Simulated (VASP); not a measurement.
# AlN in VASP: notebook

The runs below take AlN through single point, with PBE.

All numbers are computed with VASP 6.6.1; they aren't measurements. Logs are shortened: lines on timing, memory, paths and dates and some standing lists are left out, and cuts for length are marked.

## (1) The cell of the first run

The structure is tetragonal, space group P4_2/mnm (No. 136). Conventional cell: a = 5.390 Å, b = 5.390 Å, c = 3.144 Å, α = 90.00°, β = 90.00°, γ = 90.00°. Al (site symmetry m2m) has 4 N at 1.90 to 1.95 Å within 2.5 Å. Within 2.5 Å of N (site symmetry m2m) lie 4 Al at 1.90 to 1.95 Å.

## (2) Single point, PBE (volume scaled by 1.03, then relaxed in part)

File INCAR:

```
SYSTEM = AlN
PREC = Accurate
ENCUT = 520
EDIFF = 1E-6
ISMEAR = 0
SIGMA = 0.02
LREAL = .False.
LASPH = .True.
NELM = 60
ALGO = Normal
ISIF = 2
LWAVE = .False.
LCHARG = .False.
GGA = PE
NBANDS = 26
```

File KPOINTS:

```
regular mesh
0
Gamma
  4 4 8
  0 0 0
```

File POSCAR:

```
AlN
1.0
    5.3897739976      0.0000000000      0.0000000000
    0.0000000000      5.3897739976      0.0000000000
    0.0000000000      0.0000000000      3.1435206204
Al N
4 4
Direct
    0.6768244422      0.6768244422      0.0000000000
    0.1768244422      0.8231755578      0.5000000000
    0.8231755578      0.1768244422      0.5000000000
    0.3231755578      0.3231755578      0.0000000000
    0.8158751969      0.8158751969      0.5000000000
    0.1841248031      0.1841248031      0.5000000000
    0.6841248031      0.3158751969      0.0000000000
    0.3158751969      0.6841248031      0.0000000000
```

Potentials or basis: VASP PAW PBE potentials, release 64 (Al, N).

On the command line:

```bash
cat potpaw_PBE.64/Al/POTCAR potpaw_PBE.64/N/POTCAR > POTCAR
mpirun -np 1 vasp_std > vasp.out
```

OUTCAR:

```text
SYSTEM = AlN
   PREC = Accurate
   ENCUT = 520
   EDIFF = 1E-6
   ISMEAR = 0
   LREAL = .False.
   LASPH = .True.
   NELM = 60
   ISIF = 2
   GGA = PE

 ion  position               nearest neighbor table
   1  0.677  0.677  0.000-   5 1.90   5 1.90   8 1.95   7 1.95   4 2.70   3 3.22   2 3.22   3 3.22
                             2 3.22   3 3.22   3 3.22   2 3.22   2 3.22
   2  0.177  0.823  0.500-   8 1.90   8 1.90   5 1.95   6 1.95   3 2.70   1 3.22   1 3.22   4 3.22
                             4 3.22   4 3.22   4 3.22   1 3.22   1 3.22
   3  0.823  0.177  0.500-   7 1.90   7 1.90   5 1.95   6 1.95   2 2.70   1 3.22   1 3.22   4 3.22
                             4 3.22   1 3.22   1 3.22   4 3.22   4 3.22
   4  0.323  0.323  0.000-   6 1.90   6 1.90   8 1.95   7 1.95   1 2.70   2 3.22   2 3.22   3 3.22
                             3 3.22   2 3.22   2 3.22   3 3.22   3 3.22
   5  0.816  0.816  0.500-   1 1.90   1 1.90   3 1.95   2 1.95
   6  0.184  0.184  0.500-   4 1.90   4 1.90   2 1.95   3 1.95
   7  0.684  0.316  0.000-   3 1.90   3 1.90   4 1.95   1 1.95
   8  0.316  0.684  0.000-   2 1.90   2 1.90   4 1.95   1 1.95

  LATTYP: Found a simple tetragonal cell.
 ALAT       =     5.3897739976
 C/A-ratio  =     0.5832379283

  Lattice vectors:

 A1 = (   5.3897739976,   0.0000000000,   0.0000000000)
 A2 = (   0.0000000000,   5.3897739976,   0.0000000000)
 A3 = (   0.0000000000,   0.0000000000,   3.1435206204)

Analysis of symmetry for initial positions (statically):
=====================================================================
 Subroutine PRICEL returns:
 Original cell was already a primitive cell.

 Routine SETGRP: Setting up the symmetry group for a
 simple tetragonal supercell.

 Subroutine GETGRP returns: Found 16 space group operations
 (whereof  8 operations were pure point group operations)
 out of a pool of 16 trial point group operations.

The static configuration has the point symmetry D_2h.
 The point group associated with its full space group is D_4h.

Analysis of symmetry for dynamics (positions and initial velocities):
=====================================================================
 Subroutine PRICEL returns:
 Original cell was already a primitive cell.

 Routine SETGRP: Setting up the symmetry group for a
 simple tetragonal supercell.

 Subroutine GETGRP returns: Found 16 space group operations
 (whereof  8 operations were pure point group operations)
 out of a pool of 16 trial point group operations.

The dynamic configuration has the point symmetry D_2h.
 The point group associated with its full space group is D_4h.
[... 112 lines left out ...]
   LREAL  =      F    real-space projection
   EDIFFG = 0.1E-04   stopping-criterion for IOM
   NSW    =      0    number of steps for IOM
   IBRION =     -1    ionic relax: 0-MD 1-quasi-New 2-CG
   NFREE  =      0    steps in history (QN), initial steepest desc. (CG)
   ISIF   =      2    stress and relaxation
   ISYM   =      2    0-nonsym 1-usesym 2-fastsym
   POTIM  = 0.5000    time-step for ionic-motion
   TEBEG  =    0.0;   TEEND  =   0.0 temperature during run
   PSTRESS=    0.0 pullay stress
   NELECT =      32.0000    total number of electrons
   NUPDOWN=      -1.0000    fix difference up-down
   EMIN   =  10.00;   EMAX   =-10.00  energy-range for DOS
   EFERMI =   0.00;   METHOD = LEGACY
   ISMEAR =     0;   SIGMA  =   0.02  broadening in eV -4-tet -1-fermi 0-gaus
   EFERMI_NEDOS =   21; number of points for ismear=-14 and -15
   IALGO  =     38    algorithm
   IMIX   =      4    mixing-type and parameters
     AMIX     =   0.40;   BMIX     =  1.00
     AMIX_MAG =   1.60;   BMIX_MAG =  1.00
  volume/ion in A,a.u.               =      11.41        77.03
  Fermi-wavevector in a.u.,A,eV,Ry     =   1.154177  2.181078 18.124649  1.332124
  Thomas-Fermi vector in A             =   2.290815
   LORBIT       =      0    0 simple, 1 ext, 2 COOP (PROOUT), +10 PAW based schemes
   GGA     = PE    functional components
   LHFCALC =     F    Hartree Fock is set to
   AEXX    =    0.0000 exact exchange contribution
   IVDW    =     0    specifies the selected vdW correction
   LEPSILON=     F    determine dielectric tensor
   LRPA    =     F    only Hartree local field effects (RPA)
 non-spin polarized calculation
 Gauss-broadening in eV      SIGMA  =   0.02
  energy-cutoff  :      520.00
  volume of cell :       91.32
 maximum number of plane-waves:      2480
   NGX = 21   NGY = 21   NGZ = 11

 number of electron      31.9999995 magnetization

 Free energy of the ion-electron system (eV)
  ---------------------------------------------------
  ext. energy  EPLUGINS =         0.00000000
  ---------------------------------------------------
  free energy    TOTEN  =       -59.26778744 eV

  energy without entropy =      -59.26778744  energy(sigma->0) =      -59.26778744

 E-fermi :   5.3215     XC(G=0): -10.4513

 val. band max:        5.2355178720   @ k =   0.0000   0.0000   0.0000
 cond. band min:       8.7847256600   @ k =   0.0000   0.0000   0.0000
 fundamental gap:      3.5492077880
 Fermi energy:         5.3214850524

 k-point     1 :       0.0000    0.0000    0.0000
  band No.  band energies     occupation
      1      -9.5770      2.00000
      2      -7.7068      2.00000
      3      -7.7068      2.00000
      4      -7.4515      2.00000
      5      -0.5907      2.00000
      6       0.6057      2.00000
[... 685 lines left out ...]
     25      15.4744      0.00000
     26      15.4900      0.00000

 [... further k-points ...]
[... 5 lines left out ...]
  --------------------------------------------------------------------------------------
  -------------------------------------------------------------------------------------
  Total       -3.0138075     -3.0138075     -2.9941844     -0.0000000      0.0000000      0.0000000
  in kB      -52.8772263    -52.8772263    -52.5329400     -0.0000000      0.0000000      0.0000000
  external PRESSURE =     -52.7624642 kB  Pullay stress =       0.0000000 kB

 VOLUME and BASIS-vectors are now :
 -----------------------------------------------------------------------------
  energy-cutoff  :      520.00
  volume of cell :       91.32
      direct lattice vectors                 reciprocal lattice vectors
     5.389773998  0.000000000  0.000000000     0.185536536  0.000000000  0.000000000
     0.000000000  5.389773998  0.000000000     0.000000000  0.185536536  0.000000000
     0.000000000  0.000000000  3.143520620     0.000000000  0.000000000  0.318114662

 POSITION                                       TOTAL-FORCE (eV/Angst)
 -----------------------------------------------------------------------------------
      3.64793      3.64793      0.00000        -0.009290     -0.009290      0.000000
      0.95304      4.43673      1.57176        -0.009290      0.009290     -0.000000
      4.43673      0.95304      1.57176         0.009290     -0.009290      0.000000
      1.74184      1.74184      0.00000         0.009290      0.009290     -0.000000
      4.39738      4.39738      1.57176         0.005742      0.005742      0.000000
      0.99239      0.99239      1.57176        -0.005742     -0.005742     -0.000000
      3.68728      1.70250      0.00000        -0.005742      0.005742      0.000000
      1.70250      3.68728      0.00000         0.005742     -0.005742      0.000000
 -----------------------------------------------------------------------------------
    total drift:                                0.000000      0.000000     -0.000000

  FREE ENERGIE OF THE ION-ELECTRON SYSTEM (eV)
  ---------------------------------------------------
  free  energy   TOTEN  =       -59.2677874418 eV

  energy  without entropy=      -59.2677874418  energy(sigma->0) =      -59.26778744
```

Run time: 34 s. Hardware: 1 thread of AMD EPYC 9R45 (Zen 5), shared host; peak memory 0.18 GiB.

What came out:

* Free energy: -59.2678 eV
* Pressure: -5.3 GPa
* Largest force: 0.013 eV/Å
* Band gap on the k mesh: 3.55 eV, direct

Forces in eV/Å, atoms in the order of the input:
```
Al  -0.009 -0.009  0.000
Al  -0.009  0.009  0.000
Al   0.009 -0.009  0.000
Al   0.009  0.009  0.000
N    0.006  0.006  0.000
N   -0.006 -0.006  0.000
N   -0.006  0.006  0.000
N    0.006 -0.006  0.000
```

(Continued in part 2 of 2.)
